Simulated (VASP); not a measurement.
# Ge6S in VASP: notebook

Runs on Ge6S. Level: PBE. Tasks: single point, relaxation of the atoms.

All numbers are computed with VASP 6.6.1; they aren't measurements. Logs are shortened: lines on timing, memory, paths and dates and some standing lists are left out, and cuts for length are marked.

## 1. The cell of the first run

The cell holds a slab with vacuum, 7 atoms: a = 4.074 Å, b = 5.762 Å, c = 19.524 Å, α = 90.00°, β = 90.00°, γ = 90.00°.

## 2. Single point, PBE

Input file INCAR:

```
SYSTEM = Ge6S
PREC = Accurate
ENCUT = 520
EDIFF = 1E-7
ISMEAR = 0
SIGMA = 0.1
LREAL = .FALSE.
LASPH = .TRUE.
NELM = 80
ALGO = Normal
ISIF = 2
LWAVE = .FALSE.
LCHARG = .FALSE.
LDIPOL = .TRUE.
IDIPOL = 3
DIPOL = 0.5 0.5 0.330
GGA = PE
NBANDS = 54
```

Input file KPOINTS:

```
Automatic mesh
0
G
  7 5 1
  0 0 0
```

Input file POSCAR:

```
Ge6S
1.0
    4.0740542126      0.0000000000      0.0000000000
    0.0000000000      5.7615827213      0.0000000000
    0.0000000000      0.0000000000     19.5242196736
Ge S
6 1
Direct
    0.5000000000      0.0000000000      0.2048737449
    0.0000000000      0.2500000000      0.2048737449
    0.0000000000      0.5005156572      0.3087424246
    0.5000000000      0.7494843428      0.3087424246
    0.5000000000      0.0069199665      0.4109879835
    0.0000000000      0.2430800335      0.4109879835
    0.6666666667      0.6735866331      0.4606722705
```

Potentials or basis: VASP PAW PBE potentials, release 64 (Ge_d, S).

Command:

```
> cat potpaw_PBE.64/Ge_d/POTCAR potpaw_PBE.64/S/POTCAR > POTCAR
> mpirun -np 1 vasp_std > vasp.out
```

OUTCAR:

```text
SYSTEM = Ge6S
   PREC = Accurate
   ENCUT = 520
   EDIFF = 1E-7
   ISMEAR = 0
   LREAL = .FALSE.
   LASPH = .TRUE.
   NELM = 80
   ISIF = 2
   GGA = PE

 ion  position               nearest neighbor table
   1  0.500  0.000  0.205-   4 2.49   2 2.49   2 2.49
   2  0.000  0.250  0.205-   3 2.49   1 2.49   1 2.49
   3  0.000  0.501  0.309-   6 2.49   2 2.49   4 2.49   4 2.49
   4  0.500  0.749  0.309-   5 2.49   1 2.49   3 2.49   3 2.49
   5  0.500  0.007  0.411-   7 2.26   6 2.45   6 2.45   4 2.49
   6  0.000  0.243  0.411-   5 2.45   5 2.45   3 2.49
   7  0.667  0.674  0.461-   5 2.26

  LATTYP: Found a simple orthorhombic cell.
 ALAT       =     4.0740542126
 B/A-ratio  =     1.4142135624
 C/A-ratio  =     4.7923318284

  Lattice vectors:

 A1 = (   4.0740542126,   0.0000000000,   0.0000000000)
 A2 = (   0.0000000000,   5.7615827213,   0.0000000000)
 A3 = (   0.0000000000,   0.0000000000,  19.5242196736)

Analysis of symmetry for initial positions (statically):
=====================================================================
 Subroutine PRICEL returns:
 Original cell was already a primitive cell.

 Routine SETGRP: Setting up the symmetry group for a
 simple orthorhombic supercell.

 Subroutine GETGRP returns: Found  1 space group operations
 (whereof  1 operations were pure point group operations)
 out of a pool of  8 trial point group operations.

The static configuration has the point symmetry C_1 .

Analysis of symmetry for dynamics (positions and initial velocities):
=====================================================================
 Subroutine PRICEL returns:
 Original cell was already a primitive cell.

 Routine SETGRP: Setting up the symmetry group for a
 simple orthorhombic supercell.

 Subroutine GETGRP returns: Found  1 space group operations
 (whereof  1 operations were pure point group operations)
 out of a pool of  8 trial point group operations.

The dynamic configuration has the point symmetry C_1 .

 Subroutine INISYM returns: Found  1 space group operations
 (whereof  1 operations are pure point group operations),
 and found     1 'primitive' translations

----------------------------------------------------------------------------------------

                                     Primitive cell
[... 101 lines left out ...]
   ISYM   =      2    0-nonsym 1-usesym 2-fastsym
   POTIM  = 0.5000    time-step for ionic-motion
   TEBEG  =    0.0;   TEEND  =   0.0 temperature during run
   PSTRESS=    0.0 pullay stress
   NELECT =      90.0000    total number of electrons
   NUPDOWN=      -1.0000    fix difference up-down
   EMIN   =  10.00;   EMAX   =-10.00  energy-range for DOS
   EFERMI =   0.00;   METHOD = LEGACY
   ISMEAR =     0;   SIGMA  =   0.10  broadening in eV -4-tet -1-fermi 0-gaus
   EFERMI_NEDOS =   21; number of points for ismear=-14 and -15
   IALGO  =     38    algorithm
   IMIX   =      4    mixing-type and parameters
     AMIX     =   0.40;   BMIX     =  1.00
     AMIX_MAG =   1.60;   BMIX_MAG =  1.00
  volume/ion in A,a.u.               =      65.47       441.82
  Fermi-wavevector in a.u.,A,eV,Ry     =   0.951572  1.798210 12.319925  0.905489
  Thomas-Fermi vector in A             =   2.080054
   LORBIT       =      0    0 simple, 1 ext, 2 COOP (PROOUT), +10 PAW based schemes
   GGA     = PE    functional components
   LHFCALC =     F    Hartree Fock is set to
   AEXX    =    0.0000 exact exchange contribution
   IVDW    =     0    specifies the selected vdW correction
   LEPSILON=     F    determine dielectric tensor
   LRPA    =     F    only Hartree local field effects (RPA)
 non-spin polarized calculation
 Gauss-broadening in eV      SIGMA  =   0.10
  energy-cutoff  :      520.00
  volume of cell :      458.29
 maximum number of plane-waves:     12387
   NGX = 15   NGY = 21   NGZ = 73

 dipolmoment           0.000000      0.000000     -0.050848 electrons x Angstroem

 number of electron      89.9999934 magnetization

 dipolmoment           0.000000      0.000000      0.114242 electrons x Angstroem

 Free energy of the ion-electron system (eV)
  ---------------------------------------------------
  ext. energy  EPLUGINS =         0.00000000
  ---------------------------------------------------
  free energy    TOTEN  =       -28.29116013 eV

  energy without entropy =      -28.25927936  energy(sigma->0) =      -28.27521974

 E-fermi :  -1.7442     XC(G=0):  -4.1699

 val. band max:       -1.7672158878   @ k =   0.2857   0.2000   0.0000
 cond. band min:      -1.7372605113   @ k =   0.4286   0.0000   0.0000
 fundamental gap:      0.0299553765
 Fermi energy:        -1.7442452487

 k-point     1 :       0.0000    0.0000    0.0000
  band No.  band energies     occupation
      1     -26.4621      2.00000
      2     -26.4567      2.00000
      3     -26.4082      2.00000
      4     -26.3872      2.00000
      5     -26.3785      2.00000
      6     -26.3602      2.00000
[... 1015 lines left out ...]
     53       3.0497      0.00000
     54       3.6424      0.00000

------------------------ aborting loop because EDIFF is reached ----------------------------------------

 vacuum level on the upper side and lower side of the slab       (xc-potential included)         0.422        -0.435

  FORCE on cell =-STRESS in cart. coord.  units (eV):
  Direction    XX          YY          ZZ          XY          YZ          ZX
  --------------------------------------------------------------------------------------
  -------------------------------------------------------------------------------------
  Total        1.1259124     -1.3087374      1.2612241      0.5673417      0.6430848     -0.4537917
  in kB        3.9361615     -4.5753129      4.4092075      1.9834122      2.2482084     -1.5864443
  external PRESSURE =       1.2566854 kB  Pullay stress =       0.0000000 kB

 VOLUME and BASIS-vectors are now :
 -----------------------------------------------------------------------------
  energy-cutoff  :      520.00
  volume of cell :      458.29
      direct lattice vectors                 reciprocal lattice vectors
     4.074054213  0.000000000  0.000000000     0.245455742  0.000000000  0.000000000
     0.000000000  5.761582721  0.000000000     0.000000000  0.173563420  0.000000000
     0.000000000  0.000000000 19.524219674     0.000000000  0.000000000  0.051218436

 POSITION                                       TOTAL-FORCE (eV/Angst)
 -----------------------------------------------------------------------------------
      2.03703      0.00000      4.00000        -0.025207      0.434076     -0.179678
      0.00000      1.44040      4.00000         0.045339     -0.368425      0.002574
      0.00000      2.88376      6.02795         0.043079     -0.136768     -0.016681
      2.03703      4.31822      6.02795         0.007198     -0.228437     -0.285619
      2.03703      0.03987      8.02422         0.494156     -0.803048      0.496272
      0.00000      1.40053      8.02422        -0.283811      0.919377     -0.003955
      2.71604      3.88093      8.99427        -0.280754      0.183225     -0.012914
 -----------------------------------------------------------------------------------
    total drift:                                0.000004     -0.000121     -0.000461

  FREE ENERGIE OF THE ION-ELECTRON SYSTEM (eV)
  ---------------------------------------------------
  free  energy   TOTEN  =       -28.2911601297 eV

  energy  without entropy=      -28.2592793596  energy(sigma->0) =      -28.27521974

 vacuum level on the upper side and lower side of the slab         3.689         2.797
```

OSZICAR:

```text
N       E                     dE             d eps       ncg     rms          rms(c)
DAV:   1     0.884871367534E+03    0.88487E+03   -0.46157E+04  2468   0.271E+03
DAV:   2     0.117529656689E+03   -0.76734E+03   -0.74812E+03  2344   0.694E+02
DAV:   3    -0.194489898052E+02   -0.13698E+03   -0.13567E+03  2602   0.209E+02
[... 22 lines left out ...]
DAV:  26    -0.282911578100E+02   -0.21805E-05   -0.12422E-07  1438   0.770E-03    0.438E-04
DAV:  27    -0.282911595145E+02   -0.17044E-05   -0.94374E-08  1360   0.414E-03    0.186E-04
DAV:  28    -0.282911598406E+02   -0.32616E-06   -0.36180E-08  1372   0.342E-03    0.127E-04
DAV:  29    -0.282911600480E+02   -0.20732E-06   -0.20275E-08  1276   0.240E-03    0.126E-04
DAV:  30    -0.282911601297E+02   -0.81778E-07   -0.13859E-08  1358   0.155E-03
   1 F= -.28291160E+02 E0= -.28275220E+02  d E =-.318808E-01
```

stdout:

```text
POSCAR found type information on POSCAR GeS
 POSCAR found :  2 types and       7 ions
 scaLAPACK will be used
 LDA part: xc-table for (Slater+PW92), standard interpolation
 POSCAR, INCAR and KPOINTS ok, starting setup
 FFT: planning ... GRIDC
 FFT: planning ... GRID_SOFT
 FFT: planning ... GRID
 WAVECAR not read
 entering main loop
```

It took 13 min on 1 thread of Intel Xeon 6975P-C (Granite Rapids), shared host; peak memory 0.66 GiB.

What came out:

```
Free energy            : -28.2912 eV
Largest force          : 1.066 eV/Å
Band gap on the k mesh : zero (bands 45 and 46 overlap by 0.14 eV)
```

Forces on the atoms (eV/Å):
```
Ge  -0.025  0.434 -0.180
Ge   0.045 -0.368  0.003
Ge   0.043 -0.137 -0.017
Ge   0.007 -0.228 -0.286
Ge   0.494 -0.803  0.496
Ge  -0.284  0.919 -0.004
S   -0.281  0.183 -0.013
```

Levels at points of the mesh, in eV from the Fermi level:
```tsv
k point	band 41	band 42	band 43	band 44	band 45	band 46	band 47	band 48	band 49	band 50
(0.00, 0.00, 0.00)	-1.38	-0.99	-0.61	-0.39	-0.16	-0.08	1.50	1.52	1.72	2.35
```

## 3. Single point, PBE

Input file INCAR:

```
SYSTEM = Ge6S
PREC = Accurate
ENCUT = 520
EDIFF = 1E-6
ISMEAR = 0
SIGMA = 0.1
LREAL = .False.
LASPH = .True.
NELM = 80
ALGO = Normal
ISIF = 2
LWAVE = .False.
LCHARG = .True.
LDIPOL = .True.
IDIPOL = 3
DIPOL = 0.5 0.5 0.333
GGA = PE
LELF = .True.
LVHAR = .True.
LVACPOTAV = .True.
NBANDS = 54
```

Input file KPOINTS:

```
regular mesh
0
Gamma
  7 5 1
  0 0 0
```

POSCAR, as its differences from that of step 2:

```diff
@@ -14,2 +14,2 @@
     0.0000000000      0.2430800335      0.4109879835
-    0.6666666667      0.6735866331      0.4606722705
+    0.8333333333      0.5069199665      0.4822133103
```

Potentials or basis: VASP PAW PBE potentials, release 64 (Ge_d, S).

Command:

```
> cat potpaw_PBE.64/Ge_d/POTCAR potpaw_PBE.64/S/POTCAR > POTCAR
> mpirun -np 1 vasp_std > vasp.out
```

Wall time 11 min (1 thread of Intel Xeon 6975P-C (Granite Rapids), shared host); peak memory 0.65 GiB.

It converged, with:

* Free energy: -28.2713 eV
* Largest force: 0.979 eV/Å
* Band gap on the k mesh: zero (bands 45 and 46 overlap by 0.12 eV)

Forces on the atoms (eV/Å):
```
Ge  -0.088  0.355  0.134
Ge   0.073 -0.215 -0.183
Ge  -0.006  0.030 -0.536
Ge  -0.014  0.055  0.105
Ge   0.166 -0.960 -0.098
Ge  -0.295  0.588  0.634
S    0.164  0.148 -0.056
```

Levels at points of the mesh, in eV from the Fermi level:
| k point | band 43 | band 44 | band 45 | band 46 | band 47 | band 48 |
| --- | --- | --- | --- | --- | --- | --- |
| (0.00, 0.00, 0.00) | -0.69 | -0.31 | -0.02 | 0.20 | 1.53 | 1.57 |

## 4. Relaxation of the atoms, PBE

Input file INCAR:

```
PREC = Accurate
ENCUT = 520
EDIFF = 1E-7
ISMEAR = 0
SIGMA = 0.1
LREAL = False
LASPH = True
NELM = 80
ALGO = Normal
ISIF = 2
LWAVE = False
LCHARG = False
LDIPOL = True
IDIPOL = 3
DIPOL = 0.5 0.5 0.336
GGA = PE
IBRION = 2
NSW = 36
EDIFFG = -0.025
KPAR = 4
```

Input file KPOINTS:

```
Automatic mesh
0
Gamma
  7 5 1
```

Input file POSCAR:

```
Ge6S
1.0
    4.0740542126      0.0000000000      0.0000000000
    0.0000000000      5.7615827213      0.0000000000
    0.0000000000      0.0000000000     19.5242196736
Ge S
6 1
Selective dynamics
Direct
    0.5000000000      0.0000000000      0.2048737449  F F F
    0.0000000000      0.2500000000      0.2048737449  F F F
    0.0000000000      0.5005156572      0.3087424246  F F F
    0.5000000000      0.7494843428      0.3087424246  F F F
    0.5000000000      0.0069199665      0.4109879835  F F F
    0.0000000000      0.2430800335      0.4109879835  F F F
    0.6666666667      0.8402532998      0.5041131256  F F T
```

Command:

```
> cat potpaw_PBE.64/Ge_d/POTCAR potpaw_PBE.64/S/POTCAR > POTCAR
> mpirun -np 4 vasp_std > vasp.out
```

Wall time 8.2 min (4 MPI ranks of Intel Xeon Platinum 8488C (Sapphire Rapids), shared host); peak memory 0.73 GiB.

Results (log left out):

- Free energy: -28.1363 eV
- Energy gained by relaxing: 0.6 meV/atom
- Ionic steps: 3
- Band gap on the k mesh: zero (bands 45 and 46 overlap by 0.17 eV)

Step by step:
| step | energy change (eV) | largest force on free atoms (eV/Å) | pressure (GPa) |
| --- | --- | --- | --- |
| 1 | 0.0000 | 0.2855 | 0.20 |
| 2 | -0.0030 | 0.1464 | 0.25 |
| 3 | -0.0040 | 0.0065 | 0.30 |

Final structure:
```cif
data_structure
_symmetry_space_group_name_H-M 'P 1'
_symmetry_Int_Tables_number 1
_cell_length_a 4.0741
_cell_length_b 5.7616
_cell_length_c 19.5242
_cell_angle_alpha 90.000
_cell_angle_beta 90.000
_cell_angle_gamma 90.000
_cell_volume 458.29
loop_
_atom_site_label
_atom_site_type_symbol
_atom_site_fract_x
_atom_site_fract_y
_atom_site_fract_z
_atom_site_occupancy
Ge1 Ge 0.50000 0.00000 0.20487 1
Ge2 Ge 0.00000 0.25000 0.20487 1
Ge3 Ge 0.00000 0.50052 0.30874 1
Ge4 Ge 0.50000 0.74948 0.30874 1
Ge5 Ge 0.50000 0.00692 0.41099 1
Ge6 Ge 0.00000 0.24308 0.41099 1
S1 S 0.66667 0.84025 0.50273 1
```

Levels at points of the mesh, in eV from the Fermi level:
| k point | band 41 | band 42 | band 43 | band 44 | band 45 | band 46 | band 47 | band 48 | band 49 | band 50 |
| --- | --- | --- | --- | --- | --- | --- | --- | --- | --- | --- |
| (0.00, 0.00, 0.00) | -1.37 | -1.02 | -0.80 | -0.32 | 0.07 | 0.60 | 1.27 | 1.60 | 2.11 | 2.38 |

## 5. The runs side by side

| task | cell | atoms held fixed (from 0) | atoms held along some axes (from 0) | gap on the mesh (eV) | largest force (eV/Å) |
| --- | --- | --- | --- | --- | --- |
| single point | as given, atomic positions A | - | - | none | 1.07 |
| single point | as given, atomic positions B | - | - | none | 0.98 |
| relaxation of the atoms | atoms relaxed, atomic positions C | [0, 1, 2, 3, 4, 5] | atom 6 along a and b | none | - |

Alike in all rows: level PBE; potentials or basis VASP PAW PBE potentials, release 64 (Ge_d, S); no spin polarisation; k mesh 7 × 5 × 1; cutoff (eV) 520; smearing gaussian 0.1 eV.

Absolute energies hang on the potentials; compare differences alone.

The gap in the log of VASP goes by the Fermi energy; the results here count the filled bands.